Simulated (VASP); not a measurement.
Here is a VASP 6.6.1 calculation.

INCAR

```
PREC = Accurate
ENCUT = 520
EDIFF = 1E-7
ISMEAR = 0
SIGMA = 0.02
LREAL = F
LASPH = T
NELM = 100
ALGO = Normal
ISIF = 2
LWAVE = F
LCHARG = T
GGA = PS
LELF = T
LVHAR = T
NBANDS = 40
```

Contents of KPOINTS:

```
regular mesh
0
Gamma
  9 9 9
```

The input POSCAR:

```
ZnInGaO4
1.0
    1.6575195243      0.9569693435      8.5848724912
   -1.6575195243      0.9569693435      8.5848724912
    0.0000000000     -1.9139386871      8.5848724912
Zn In Ga O
1 1 1 4
Direct
    0.2186911561      0.2186911561      0.2186911561
    0.0029483057      0.0029483057      0.0029483057
    0.7871324804      0.7871324804      0.7871324804
    0.2951060405      0.2951060405      0.2951060405
    0.7112381173      0.7112381173      0.7112381173
    0.1211632313      0.1211632313      0.1211632313
    0.8637216687      0.8637216687      0.8637216687
```

Potentials or basis: VASP PAW PBE potentials, release 64 (Zn, In_d, Ga_d, O).

Run with:

```console
$ cat potpaw_PBE.64/Zn/POTCAR potpaw_PBE.64/In_d/POTCAR potpaw_PBE.64/Ga_d/POTCAR potpaw_PBE.64/O/POTCAR > POTCAR
$ mpirun -np 1 vasp_std > vasp.out
```

**Question.** Predict the largest force.

**Answer.** 0.020 eV/Å.

**Question.** What does it give for the pressure?

**Answer.** 0.6 GPa.

**Question.** What does it give for the band gap on the k mesh?

**Answer.** 1.16 eV.

Forces on the atoms (eV/Å):
```
Zn   0.000  0.000  0.007
In   0.000  0.000 -0.003
Ga   0.000  0.000 -0.010
O    0.000  0.000  0.007
O    0.000  0.000  0.020
O    0.000  0.000 -0.006
O    0.000  0.000 -0.016
```

Caveat: the PAW data sets were made with another functional, which shifts forces and pressure a little; spin-orbit coupling is left out, which moves the levels of the heavy elements. A k mesh can miss the band edges.
